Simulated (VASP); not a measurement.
**MgCd3O4: single point with PBE**

The system is MgCd3O4.

```xyz
8
Lattice="3.3155 0.0015 0.0000 0.0014 3.3227 -0.0001 -0.0002 -0.0017 9.2941" Properties=species:S:1:pos:R:3 pbc="T T T"
Mg   -0.0018   -0.1041    0.0000
Cd    1.6581    1.6489    2.2623
Cd   -0.0002   -0.0055    4.6469
Cd    1.6579    1.6477    7.0315
O     0.0001    0.0044    2.1602
O     1.6583    1.6590    4.6470
O     0.0000    0.0030    7.1341
O     1.6608    1.7898    0.0000
```

| Property | Result |
| --- | --- |
| Program | VASP 6.6.1 |
| Task | single point |
| Functional | PBE |
| Potentials or basis | VASP PAW PBE potentials, release 64 (Mg, Cd, O) |
| Cutoff | 520 eV |
| k mesh | 6 × 6 × 4 |
| Occupations | gaussian, width 0.2 eV |
| Spin | no spin polarisation |
| Dipole correction | no |
| Further INCAR settings | ALGO = Normal; EDIFF = 1e-06; NBANDS = 41 |

The pressure is 1.0 GPa. The largest force is 0.041 eV/Å and the band gap on the k mesh is zero (band 31 reaches 2.27 eV, above the bottom of band 32 at 2.05 eV).

Forces on the atoms (eV/Å):
```
Mg   0.001  0.000  0.000
Cd   0.000  0.003  0.025
Cd   0.000  0.001  0.001
Cd   0.001  0.002 -0.024
O    0.000 -0.007 -0.040
O    0.000 -0.001  0.000
O   -0.001 -0.006  0.039
O   -0.001  0.008  0.000
```

Stress tensor (GPa, compression positive):
```
 1.00 -0.02  0.00
-0.02  1.01  0.01
 0.00  0.01  0.93
```

Levels at points of the mesh, in eV from the Fermi level:
| k point | band 29 | band 30 | band 31 | band 32 | band 33 | band 34 |
| --- | --- | --- | --- | --- | --- | --- |
| (0.00, 0.00, 0.00) | -1.56 | -1.26 | -1.23 | -0.35 | 2.87 | 3.46 |
| (0.50, 0.00, 0.00) | -0.33 | -0.30 | -0.13 | 3.92 | 4.24 | 4.87 |
| (0.00, 0.50, 0.00) | -0.32 | -0.30 | -0.14 | 3.93 | 4.27 | 4.88 |
| (0.50, 0.50, 0.00) | -2.21 | -2.19 | -2.00 | 3.60 | 3.72 | 5.89 |
| (0.00, 0.00, 0.50) | -1.84 | -1.25 | -1.22 | 0.94 | 1.64 | 3.79 |
| (0.50, 0.00, 0.50) | -0.69 | -0.33 | -0.31 | 4.04 | 4.61 | 4.66 |
| (0.00, 0.50, 0.50) | -0.69 | -0.32 | -0.30 | 4.04 | 4.63 | 4.68 |
| (0.50, 0.50, 0.50) | -2.23 | -2.20 | -2.06 | 3.75 | 4.62 | 4.65 |

It took 5.7 min on 1 thread of Intel Xeon 6975P-C (shared host), peak memory 0.41 GiB.
